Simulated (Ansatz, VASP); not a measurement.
W: VASP beside Ansatz

Contents of INCAR:

```
ALGO = Normal
EDIFF = 1E-8
ENCUT = 400
GGA = PS
GGA_COMPAT = F
ISIF = 2
ISMEAR = -1
LASPH = T
LCHARG = F
LEFG = T
LREAL = F
LWAVE = F
NBANDS = 13
NELM = 120
PREC = Accurate
SIGMA = 0.05
```

Contents of KPOINTS:

```
k-points
0
Gamma
  14 14 14
```

POSCAR

```
W
1.0
    0.0000000000      2.0503000000      2.0300000000
    2.0503000000      0.0000000000      2.0300000000
    2.0503000000      2.0503000000      0.0000000000
W
1
Direct
    0.0000000000      0.0000000000      0.0000000000
```

Input for Ansatz:

```yaml
crystal:
  lattice:
    - [0.0, 2.0503, 2.03]
    - [2.0503, 0.0, 2.03]
    - [2.0503, 2.0503, 0.0]
  atoms:
    - { symbol: W, position: [0.0, 0.0, 0.0] }
kpoints:
  mp_grid: { grid: [14, 14, 14] }
scf:
  occupations: { method: fermi_dirac, width: 0.05 }
hamiltonian:
  xc: pbesol
  pseudopotentials: { kind: paw }
output:
  forces: true
  stress: true
  eigenvalues: true
  efg: { contact_densities: true }
  write_density: true
  write_potential: true
  elf: true
  volumetric_format: npy
```

Change from the starting cell: equal xx and yy strain of +1 %, PAW files.

Alike in both runs: task electric field gradients; functional PBEsol; k mesh 14 × 14 × 14; occupations fermi-dirac, width 0.05 eV; no spin polarisation.

```csv
,VASP,Ansatz
version,VASP 6.6.1,Ansatz 0.2.0
potentials or method,"VASP PAW PBE potentials, release 64 (W_sv)","PAW with Ansatz's default frozen-core files, scalar-relativistic"
plane-wave cutoff (eV),400,420
valence electrons in the cell,14,14
```

```tsv
	VASP	Ansatz	Ansatz less VASP
pressure (GPa)	-17.0	-17.4	-0.38
traceless stress, the component that is largest in VASP (GPa)	-2.05	-2.05	+0.009
size of Vzz on the site where it differs most (V/Å²)	4.6	3.6	-1.04
```

VASP's potentials were made for PBE, not for PBEsol.

Spin-orbit coupling is off throughout.
